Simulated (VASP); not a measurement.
Set up this calculation in VASP 6.6.1, as the native input.

```yaml
Task: single point
Functional: LDA
Potentials_or_basis: VASP PAW LDA potentials, release 64 (Ag)
Cutoff: 520 eV
k_mesh: 10 × 10 × 5
Occupations: methfessel-paxton, width 0.1 eV
Spin: no spin polarisation
Dipole_correction: no
Further_INCAR_settings: ALGO = Normal; EDIFF = 1e-07; NBANDS = 18
```

The structure of Ag lies in POSCAR:

```
Ag
1.0
    2.7073836645      0.0000000000      0.0000000000
   -1.3536918322      2.3446630312      0.0000000000
    0.0000000000      0.0000000000      4.3763775715
Ag
2
Direct
    0.3333333333      0.6666666667      0.2500000000
    0.6666666667      0.3333333333      0.7500000000
```

The input as run:

INCAR

```
SYSTEM = Ag
PREC = Accurate
ENCUT = 520
EDIFF = 1E-7
ISMEAR = 1
SIGMA = 0.1
LREAL = .FALSE.
LASPH = .TRUE.
NELM = 100
ALGO = Normal
ISIF = 2
LWAVE = .FALSE.
LCHARG = .FALSE.
GGA = CA
NBANDS = 18
```

KPOINTS

```
Automatic mesh
0
G
  10 10 5
  0 0 0
```

Potentials or basis: VASP PAW LDA potentials, release 64 (Ag).

Run with:

```console
$ cat potpaw_LDA.64/Ag/POTCAR > POTCAR
$ mpirun -np 1 vasp_std > vasp.out
```

Results of the run:

* Pressure: 30.2 GPa
* Band gap on the k mesh: zero (band 11 reaches 14.49 eV, above the bottom of band 12 at 7.93 eV)

Wall time 9.5 s on 1 thread of Intel(R) Xeon(R) Platinum 8488C (Sapphire Rapids) (shared host), peak memory 0.14 GiB.
